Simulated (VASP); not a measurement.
Input of a VASP 6.6.1 run:

The input INCAR:

```
PREC = Accurate
ENCUT = 520
EDIFF = 1E-6
ISMEAR = 0
SIGMA = 0.01
LREAL = F
LASPH = T
NELM = 100
ALGO = Normal
ISIF = 2
LWAVE = F
LCHARG = F
GGA = PE
NBANDS = 15
```

KPOINTS

```
regular mesh
0
Gamma
  6 6 6
```

The input POSCAR:

```
CaO
1.0
    0.0000000000      2.3975501265      2.3975501265
    2.3975501265      0.0000000000      2.3975501265
    2.3975501265      2.3975501265      0.0000000000
Ca O
1 1
Direct
    0.0000000000      0.0000000000      0.0000000000
    0.5000000000      0.5000000000      0.5000000000
```

Potentials or basis: VASP PAW PBE potentials, release 64 (Ca_sv, O).

The run is started by

```console
$ cat potpaw_PBE.64/Ca_sv/POTCAR potpaw_PBE.64/O/POTCAR > POTCAR
$ mpirun -np 1 vasp_std > vasp.out
```

Predict the band gap on the k mesh.

3.63 eV, indirect (least direct gap 4.01 eV).

Predict the pressure.

3.1 GPa.

A k mesh can miss the band edges. As with any semilocal functional, this PBE gap is likely too small.
